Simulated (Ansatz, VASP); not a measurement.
## As3O2 in VASP and in Ansatz

```
As O
1.0
     0.00000    5.32530    5.91792
     2.63317    0.00000    5.91792
     2.63317    5.32530    0.00000
As O
6 4
Direct
  0.85548 0.14452 0.85548
  0.14452 0.85548 0.14452
  0.20878 0.50154 0.49846
  0.50154 0.20878 0.79122
  0.79122 0.49846 0.50154
  0.49846 0.79122 0.20878
  0.25000 0.25000 0.25000
  0.75000 0.75000 0.75000
  0.23702 0.76298 0.76298
  0.76298 0.23702 0.23702
```

Change from the starting cell: species swapped into the Rb2P3 type (Fmmm, No. 69).

Alike in both runs: functional PBE; k mesh 8 × 8 × 8; occupations gaussian, width 0.1 eV; no spin polarisation.

Ansatz relaxed the structure, and its values are those at the end. VASP's run is a single point on that final structure, the one shown.

```csv
,VASP,Ansatz
version,VASP 6.6.1,Ansatz 0.2.0
potentials or method,"VASP PAW PBE potentials, release 64 (As, O), cutoff 520 eV","scalar-relativistic, plane waves, PAW"
valence electrons in the cell,54,114
```

|  | VASP | Ansatz | Ansatz less VASP |
| --- | --- | --- | --- |
| gap on the k mesh at the Fermi level (eV) | none | none | - |
| pressure (GPa) | 0.1 | 0.0 | -0.10 |
| rms of the force components (eV/Å) | 0.028 | 0.002 | -0.0257 |

A gap of «none» marks a metal or a gap that the smearing closes. With one functional, cell and mesh, what is left measures potentials, basis and numerics. VASP's potentials hold 54 valence electrons a cell and Ansatz's 114, so a difference there can come from the potentials and not from the codes.
